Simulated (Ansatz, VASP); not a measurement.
## MgO2: VASP beside Ansatz

```xyz
12
Lattice="4.7853 0.0000 0.0000 0.0000 4.7853 0.0000 0.0000 0.0000 4.7853" Properties=species:S:1:pos:R:3 pbc="T T T"
Mg    0.0000    2.3927    2.3927
Mg    2.3927    2.3927    0.0000
Mg    2.3927    0.0000    2.3927
Mg    0.0000    0.0000    0.0000
O     1.9651    0.4276    4.3578
O     0.4276    4.3578    1.9651
O     4.3578    1.9651    0.4276
O     2.8202    2.8202    2.8202
O     1.9651    1.9651    1.9651
O     0.4276    2.8202    4.3578
O     4.3578    0.4276    2.8202
O     2.8202    4.3578    0.4276
```

Alike in both runs: functional r2SCAN; k mesh 6 × 6 × 6; occupations gaussian, width 0.02 eV; no spin polarisation.

Ansatz relaxed the structure, and its values are those at the end. VASP's run is a single point on that final structure, the one shown.

|  | VASP | Ansatz |
| --- | --- | --- |
| version | VASP 6.6.1 | Ansatz 0.2.0 |
| potentials or method | VASP PAW PBE potentials, release 64 (Mg, O), cutoff 520 eV | scalar-relativistic, plane waves, PAW |
| valence electrons in the cell | 56 | 88 |

```csv
,VASP,Ansatz,Ansatz less VASP
gap on the k mesh at the Fermi level (eV),4.79,4.82,+0.036
least direct gap on the mesh (eV),4.93,4.97,+0.035
pressure (GPa),4.4,4.6,+0.24
rms of the force components (eV/Å),0.132,0.001,-0.1313
```

VASP's potentials were made for PBE, not for r2SCAN. One of these differences is far larger than is usual between the two programs; its cause wasn't traced. VASP's potentials hold 56 valence electrons a cell and Ansatz's 88, so a difference there can come from the potentials and not from the codes. Ansatz's warnings: stress scf threshold loose.
